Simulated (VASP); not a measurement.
# WS2 (R3m) in VASP: notebook

The runs below take WS2 through single point, with PBEsol.

All numbers are computed with VASP 6.6.1; they aren't measurements. Logs are shortened: lines on timing, memory, paths and dates and some standing lists are left out, and cuts for length are marked.

**1. The cell of the first run**

It takes space group R3m (No. 160, trigonal). Conventional cell: a = 3.242 Å, b = 3.242 Å, c = 18.538 Å, α = 90.00°, β = 90.00°, γ = 120.00°. W (site symmetry 3m) has 6 S at 2.41 Å and 6 W at 3.24 Å within 3.3 Å. S (site symmetry 3m) has 3 W at 2.41 Å and 7 S at 3.04 to 3.24 Å within 3.3 Å. Within 3.3 Å of S (site symmetry 3m) lie 3 W at 2.41 Å and 7 S at 3.04 to 3.24 Å.

**2. Single point, PBEsol (strain +0.030 along x and y, -0.030 along z)**

Contents of INCAR:

```
SYSTEM = WS2
PREC = Accurate
ENCUT = 520
EDIFF = 1E-7
ISMEAR = 0
SIGMA = 0.05
LREAL = .FALSE.
LASPH = .TRUE.
NELM = 80
ALGO = Normal
ISIF = 2
LWAVE = .FALSE.
LCHARG = .FALSE.
GGA = PS
NBANDS = 20
```

Contents of KPOINTS:

```
regular mesh
0
G
  12 12 12
  0 0 0
```

Contents of POSCAR:

```
WS2
1.0
    1.6210175043      0.9358948925      6.1793507999
   -1.6210175043      0.9358948925      6.1793507999
    0.0000000000     -1.8717897850      6.1793507999
W S
1 2
Direct
    0.9993284863      0.9993284863      0.9993284863
    0.7479630314      0.7479630314      0.7479630314
    0.5840084823      0.5840084823      0.5840084823
```

Potentials or basis: VASP PAW PBE potentials, release 64 (W_sv, S).

On the command line:

```
$ cat potpaw_PBE.64/W_sv/POTCAR potpaw_PBE.64/S/POTCAR > POTCAR
$ mpirun -np 1 vasp_std > vasp.out
```

OUTCAR:

```text
SYSTEM = WS2
   PREC = Accurate
   ENCUT = 520
   EDIFF = 1E-7
   ISMEAR = 0
   LREAL = .FALSE.
   LASPH = .TRUE.
   NELM = 80
   ISIF = 2
   GGA = PS

 ion  position               nearest neighbor table
   1  0.999  0.999  0.999-   2 2.41   2 2.41   2 2.41   3 2.41   3 2.41   3 2.41
   2  0.748  0.748  0.748-   1 2.41   1 2.41   1 2.41
   3  0.584  0.584  0.584-   1 2.41   1 2.41   1 2.41

  LATTYP: Found a trigonal (rhomboedric) cell.
 ALAT       =     6.4566224380
 COS(alpha) =     0.8739349726

  Lattice vectors:

 A1 = (   1.6210175043,   0.9358948925,   6.1793507999)
 A2 = (  -1.6210175043,   0.9358948925,   6.1793507999)
 A3 = (   0.0000000000,  -1.8717897850,   6.1793507999)

Analysis of symmetry for initial positions (statically):
=====================================================================
 Subroutine PRICEL returns:
 Original cell was already a primitive cell.

 Routine SETGRP: Setting up the symmetry group for a
 trigonal (rhombohedral) supercell.

 Subroutine GETGRP returns: Found  6 space group operations
 (whereof  6 operations were pure point group operations)
 out of a pool of 12 trial point group operations.

The static configuration has the point symmetry C_3v.

Analysis of symmetry for dynamics (positions and initial velocities):
=====================================================================
 Subroutine PRICEL returns:
 Original cell was already a primitive cell.

 Routine SETGRP: Setting up the symmetry group for a
 trigonal (rhombohedral) supercell.

 Subroutine GETGRP returns: Found  6 space group operations
 (whereof  6 operations were pure point group operations)
 out of a pool of 12 trial point group operations.

The dynamic configuration has the point symmetry C_3v.

 Subroutine INISYM returns: Found  6 space group operations
 (whereof  6 operations are pure point group operations),
 and found     1 'primitive' translations

----------------------------------------------------------------------------------------

                                     Primitive cell

  volume of cell :      56.2482

  direct lattice vectors                    reciprocal lattice vectors
     1.621017504  0.935894893  6.179350800     0.308448242  0.178082676  0.053943099
    -1.621017504  0.935894893  6.179350800    -0.308448242  0.178082676  0.053943099
     0.000000000 -1.871789785  6.179350800     0.000000000 -0.356165351  0.053943099

[... 82 lines left out ...]
   LASPH  =      T    aspherical Exc in radial PAW
   ENCUT  =  520.0 eV  38.22 Ry    6.18 a.u.  12.01 12.01 12.01*2*pi/ulx,y,z
   NELM   =     80;   NELMIN=  2; NELMDL= -5     # of ELM steps
   EDIFF  = 0.1E-06   stopping-criterion for ELM
   LREAL  =      F    real-space projection
   EDIFFG = 0.1E-05   stopping-criterion for IOM
   NSW    =      0    number of steps for IOM
   IBRION =     -1    ionic relax: 0-MD 1-quasi-New 2-CG
   NFREE  =      0    steps in history (QN), initial steepest desc. (CG)
   ISIF   =      2    stress and relaxation
   ISYM   =      2    0-nonsym 1-usesym 2-fastsym
   POTIM  = 0.5000    time-step for ionic-motion
   TEBEG  =    0.0;   TEEND  =   0.0 temperature during run
   PSTRESS=    0.0 pullay stress
   NELECT =      26.0000    total number of electrons
   NUPDOWN=      -1.0000    fix difference up-down
   EMIN   =  10.00;   EMAX   =-10.00  energy-range for DOS
   EFERMI =   0.00;   METHOD = LEGACY
   ISMEAR =     0;   SIGMA  =   0.05  broadening in eV -4-tet -1-fermi 0-gaus
   EFERMI_NEDOS =   21; number of points for ismear=-14 and -15
   IALGO  =     38    algorithm
   IMIX   =      4    mixing-type and parameters
     AMIX     =   0.40;   BMIX     =  1.00
     AMIX_MAG =   1.60;   BMIX_MAG =  1.00
  volume/ion in A,a.u.               =      18.75       126.53
  Fermi-wavevector in a.u.,A,eV,Ry     =   1.265794  2.392004 21.799718  1.602234
  Thomas-Fermi vector in A             =   2.399028
   LORBIT       =      0    0 simple, 1 ext, 2 COOP (PROOUT), +10 PAW based schemes
   GGA     = PS    functional components
   LHFCALC =     F    Hartree Fock is set to
   AEXX    =    0.0000 exact exchange contribution
   IVDW    =     0    specifies the selected vdW correction
   LEPSILON=     F    determine dielectric tensor
   LRPA    =     F    only Hartree local field effects (RPA)
 non-spin polarized calculation
 Gauss-broadening in eV      SIGMA  =   0.05
  energy-cutoff  :      520.00
  volume of cell :       56.25
 maximum number of plane-waves:      1536
   NGX = 23   NGY = 23   NGZ = 23

 number of electron      26.0000001 magnetization

 Free energy of the ion-electron system (eV)
  ---------------------------------------------------
  ext. energy  EPLUGINS =         0.00000000
  ---------------------------------------------------
  free energy    TOTEN  =       -25.18662467 eV

  energy without entropy =      -25.18662467  energy(sigma->0) =      -25.18662467

 E-fermi :   7.2648     XC(G=0): -10.7869

 val. band max:        6.9449486942   @ k =   0.5000   0.5000   0.5000
 cond. band min:       7.5189419735   @ k =  -0.1667   0.5000   0.1667
 fundamental gap:      0.5739932793
 Fermi energy:         7.2647893578

 k-point     1 :       0.0000    0.0000    0.0000
  band No.  band energies     occupation
      1     -67.9350      2.00000
      2     -32.1473      2.00000
      3     -32.0599      2.00000
      4     -32.0599      2.00000
      5      -8.7143      2.00000
      6      -6.6656      2.00000
[... 541 lines left out ...]
     19      14.7637      0.00000
     20      14.9409      0.00000

 [... further k-points ...]

------------------------ aborting loop because EDIFF is reached ----------------------------------------

  FORCE on cell =-STRESS in cart. coord.  units (eV):
  Direction    XX          YY          ZZ          XY          YZ          ZX
  --------------------------------------------------------------------------------------
  -------------------------------------------------------------------------------------
  Total       -2.4578353     -2.4578353      0.9168579      0.0000000      0.0000000      0.0000000
  in kB      -70.0090980    -70.0090980     26.1158244      0.0000000      0.0000000      0.0000000
  external PRESSURE =     -37.9674572 kB  Pullay stress =       0.0000000 kB

 VOLUME and BASIS-vectors are now :
 -----------------------------------------------------------------------------
  energy-cutoff  :      520.00
  volume of cell :       56.25
      direct lattice vectors                 reciprocal lattice vectors
     1.621017504  0.935894893  6.179350800     0.308448242  0.178082676  0.053943099
    -1.621017504  0.935894893  6.179350800    -0.308448242  0.178082676  0.053943099
     0.000000000 -1.871789785  6.179350800     0.000000000 -0.356165351  0.053943099

 POSITION                                       TOTAL-FORCE (eV/Angst)
 -----------------------------------------------------------------------------------
      0.00000      0.00000     18.52560         0.000000     -0.000000     -0.000691
      0.00000      0.00000     13.86578         0.000000      0.000000      0.292794
      0.00000      0.00000     10.82638         0.000000     -0.000000     -0.292103
 -----------------------------------------------------------------------------------
    total drift:                               -0.000000     -0.000000      0.000169

  FREE ENERGIE OF THE ION-ELECTRON SYSTEM (eV)
  ---------------------------------------------------
  free  energy   TOTEN  =       -25.1866246683 eV

  energy  without entropy=      -25.1866246683  energy(sigma->0) =      -25.18662467
```

Run time: 4.9 min. Hardware: 1 thread of Intel Xeon 6975P-C (Granite Rapids), shared host; peak memory 0.44 GiB.

Results:

```
Free energy            : -25.1866 eV
Pressure               : -3.8 GPa
Largest force          : 0.293 eV/Å
Band gap on the k mesh : 0.57 eV (least direct gap 1.51 eV)
```

Forces in eV/Å, atoms in the order of the input:
```
W    0.000  0.000 -0.001
S    0.000  0.000  0.293
S    0.000  0.000 -0.292
```

Caveat: the cell differs from its parent crystal (strain +0.030 along x and y, -0.030 along z); the stress differs along the axes, from -7 to 3 GPa; the PAW data sets were made with another functional, which shifts forces and pressure a little; spin-orbit coupling is left out, which moves the levels of the heavy elements. A k mesh can miss the band edges.

**3. Single point, PBEsol (strain +0.015 along x and y, +0.000 along z)**

Contents of INCAR:

```
PREC = Accurate ; ENCUT = 520
EDIFF = 1E-6 ; ISMEAR = 0
SIGMA = 0.05 ; LREAL = F
LASPH = T ; NELM = 60
ALGO = Normal ; ISIF = 2
LWAVE = F ; LCHARG = F
GGA = PS ; NBANDS = 20
```

Contents of KPOINTS:

```
regular mesh
0
Gamma
  12 12 12
```

Contents of POSCAR:

```
WS2
1.0
    1.5974104533      0.9222653552      6.3704647422
   -1.5974104533      0.9222653552      6.3704647422
    0.0000000000     -1.8445307105      6.3704647422
W S
1 2
Direct
    0.9993284863      0.9993284863      0.9993284863
    0.7479630314      0.7479630314      0.7479630314
    0.5840084823      0.5840084823      0.5840084823
```

Potentials or basis: VASP PAW PBE potentials, release 64 (W_sv, S).

On the command line:

```
$ cat potpaw_PBE.64/W_sv/POTCAR potpaw_PBE.64/S/POTCAR > POTCAR
$ mpirun -np 1 vasp_std > vasp.out
```

Run time: 5.6 min. Hardware: 1 thread of Intel Xeon 6975P-C (Granite Rapids), shared host; peak memory 0.47 GiB.

It converged, with:

```
Free energy            : -25.2477 eV
Pressure               : -4.4 GPa
Largest force          : 0.310 eV/Å
Band gap on the k mesh : 1.13 eV (least direct gap 1.77 eV)
```

Forces in eV/Å, atoms in the order of the input:
```
W    0.000  0.000  0.000
S    0.000  0.000 -0.310
S    0.000  0.000  0.310
```

Stress tensor (GPa, compression positive):
```
-5.11  0.00  0.00
 0.00 -5.11  0.00
 0.00  0.00 -2.91
```

Levels at points of the mesh, in eV from the valence-band top:
| k point | band 11 | band 12 | band 13 | band 14 | band 15 | band 16 |
| --- | --- | --- | --- | --- | --- | --- |
| (0.00, 0.00, 0.00) | -2.22 | -1.62 | -1.03 | 2.24 | 2.24 | 2.50 |
| (0.50, 0.00, 0.00) | -2.47 | -1.80 | -1.58 | 2.23 | 2.58 | 3.57 |
| (0.50, 0.50, 0.00) | -2.94 | -1.93 | -1.45 | 2.20 | 2.69 | 3.20 |
| (0.50, 0.50, 0.50) | -2.20 | -2.20 | 0.00 | 2.30 | 2.30 | 2.41 |

Caveat: the cell differs from its parent crystal (strain +0.015 along x and y, +0.000 along z); the cell stands under tension; the PAW data sets were made with another functional, which shifts forces and pressure a little; spin-orbit coupling is left out, which moves the levels of the heavy elements. A k mesh can miss the band edges.

**4. Single point, PBEsol (strain +0.030 along x and y, -0.015 along z)**

Contents of INCAR:

```
PREC     = Accurate       # precision mode
ENCUT    = 520            # plane-wave cutoff, eV
EDIFF    = 1E-6           # SCF threshold, eV
ISMEAR   = 0              # smearing method
SIGMA    = 0.05           # smearing width, eV
LREAL    = F              # projectors in reciprocal space
LASPH    = T              # aspherical terms in the spheres
NELM     = 60             # most SCF steps
ALGO     = Normal         # electronic algorithm
ISIF     = 2              # what is computed and relaxed
LWAVE    = F              # write WAVECAR
LCHARG   = F              # write CHGCAR
GGA      = PS             # functional
NBANDS   = 20             # bands
```

Contents of KPOINTS:

```
Automatic mesh
0
Gamma
  12 12 12
```

Contents of POSCAR:

```
WS2
1.0
    1.6210175043      0.9358948925      6.2749077711
   -1.6210175043      0.9358948925      6.2749077711
    0.0000000000     -1.8717897850      6.2749077711
W S
1 2
Direct
    0.9993284863      0.9993284863      0.9993284863
    0.7479630314      0.7479630314      0.7479630314
    0.5840084823      0.5840084823      0.5840084823
```

On the command line:

```
$ cat potpaw_PBE.64/W_sv/POTCAR potpaw_PBE.64/S/POTCAR > POTCAR
$ mpirun -np 1 vasp_std > vasp.out
```

Run time: 5.4 min. Hardware: 1 thread of Intel Xeon 6975P-C (Granite Rapids), shared host; peak memory 0.46 GiB.

The run converged. Its results:

* Free energy: -25.1897 eV
* Pressure: -6.1 GPa
* Largest force: 0.170 eV/Å
* Band gap on the k mesh: 0.78 eV (least direct gap 1.57 eV)

Forces in eV/Å, atoms in the order of the input:
```
W    0.000  0.000 -0.001
S    0.000  0.000 -0.170
S    0.000  0.000  0.170
```

Stress tensor (GPa, compression positive):
```
-8.37  0.00  0.00
 0.00 -8.37  0.00
 0.00  0.00 -1.56
```

Levels at points of the mesh, in eV from the valence-band top:
| k point | band 11 | band 12 | band 13 | band 14 | band 15 | band 16 |
| --- | --- | --- | --- | --- | --- | --- |
| (0.00, 0.00, 0.00) | -2.54 | -1.54 | -0.98 | 1.96 | 1.96 | 2.30 |
| (0.50, 0.00, 0.00) | -2.47 | -2.11 | -1.70 | 1.85 | 2.26 | 3.33 |
| (0.50, 0.50, 0.00) | -2.96 | -2.26 | -1.58 | 1.82 | 2.33 | 2.99 |
| (0.50, 0.50, 0.50) | -2.51 | -2.51 | 0.00 | 2.03 | 2.03 | 2.19 |

Caveat: the cell differs from its parent crystal (strain +0.030 along x and y, -0.015 along z); the stress differs along the axes, from -8 to -2 GPa; the PAW data sets were made with another functional, which shifts forces and pressure a little; spin-orbit coupling is left out, which moves the levels of the heavy elements. A k mesh can miss the band edges.

(Continued in part 2 of 2.)
